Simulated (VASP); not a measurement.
# In: relaxation of cell and atoms with BLYP+D4

Crystal: In.

```
In
1.0
    -1.62547    1.62547    2.47370
     1.62547   -1.62547    2.47370
     1.62547    1.62547   -2.47370
In
1
Direct
  0.00000 0.00000 0.00000
```

| Quantity | Value |
| --- | --- |
| Program | VASP 6.6.1 |
| Task | relaxation of cell and atoms |
| Functional | BLYP |
| Dispersion | D4 |
| Potentials or basis | VASP PAW PBE potentials, release 64 (In_d) |
| Cutoff | 600 eV |
| k mesh | 11 × 11 × 11 |
| Occupations | fermi-dirac, width 0.05 eV |
| Spin | no spin polarisation |
| Dipole correction | no |
| Further INCAR settings | ALGO = Fast; EDIFF = 1e-06; IBRION = 2; EDIFFG = -0.01; NSW = 60; ISIF = 3 |

| Quantity | Value |
| --- | --- |
| Relaxed volume | 27.79 Å³/atom |
| Relaxed cell | a = 3.475 Å, b = 3.475 Å, c = 3.475 Å, α = 123.77°, β = 123.77°, γ = 83.59° |
| Space group after relaxing (to 0.05 Å) | I4/mmm (No. 139) |
| Energy gained by relaxing | 12.3 meV/atom |
| Ionic steps | 7 |
| Pressure after relaxing | 0.0 GPa |
| Dispersion energy per atom | -0.621 eV |

The path:
```tsv
step	energy change (eV)	largest force (eV/Å)	pressure (GPa)	volume (Å³)
1	0.0000	0.0000	2.26	26.14
2	-0.0106	0.0000	0.07	27.57
3	-0.0107	0.0000	0.11	27.61
4	-0.0110	0.0000	0.15	27.64
5	-0.0118	0.0000	0.08	27.71
6	-0.0123	0.0000	-0.11	27.83
7	-0.0123	0.0000	0.01	27.79
```

Final structure:
```xyz
1
Lattice="-1.6376 1.6376 2.5906 1.6376 -1.6376 2.5906 1.6376 1.6376 -2.5906" Properties=species:S:1:pos:R:3 pbc="T T T"
In    0.0000    0.0000    0.0000
```

Levels at points of the mesh, in eV from the Fermi level:
```csv
k point,band 2,band 3,band 4,band 5,band 6,band 7,band 8,band 9,band 10
"(0.00, 0.00, 0.00)",-14.56,-14.56,-14.54,-14.40,-9.11,9.82,9.82,9.92,11.88
```

Run time: 110 s on 1 thread of Intel(R) Xeon(R) 6975P-C (Granite Rapids), on a shared host, peak memory 0.19 GiB.

Caveat: the PAW data sets were made with another functional, which shifts forces and pressure a little; spin-orbit coupling is left out, which moves the levels of the heavy elements; pairwise dispersion overbinds metals, which lowers pressure and volume. Zero-point motion and thermal expansion aren't in these numbers.
